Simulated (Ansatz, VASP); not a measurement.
Li in VASP and in Ansatz

```
Li
1.0
     1.58151    0.91308    7.58830
    -1.58151    0.91308    7.58830
     0.00000   -1.82617    7.58830
Li
3
Direct
  0.00000 0.00000 0.00000
  0.22200 0.22200 0.22200
  0.77800 0.77800 0.77800
```

Change from the starting cell: equal xx and yy strain of +2 %.

Alike in both runs: task single point; functional PBE; k mesh 12 × 12 × 12; occupations fermi-dirac, width 0.05 eV; no spin polarisation.

```csv
,VASP,Ansatz
version,VASP 6.6.1,Ansatz 0.2.0
potentials or method,"VASP PAW PBE potentials, release 64 (Li_sv), cutoff 520 eV","all-electron LAPW, scalar-relativistic"
```

```csv
,VASP,Ansatz,Ansatz less VASP
rms of the force components (eV/Å),0.004,0.004,-0.0002
```

Atom by atom the forces differ by 0.000 eV/Å (rms over components). Ansatz ran all-electron here, and VASP with PAW potentials.

Noted on VASP's run: the cutoff is under 1.25 times that of the potentials, so the pressure is a little rough.
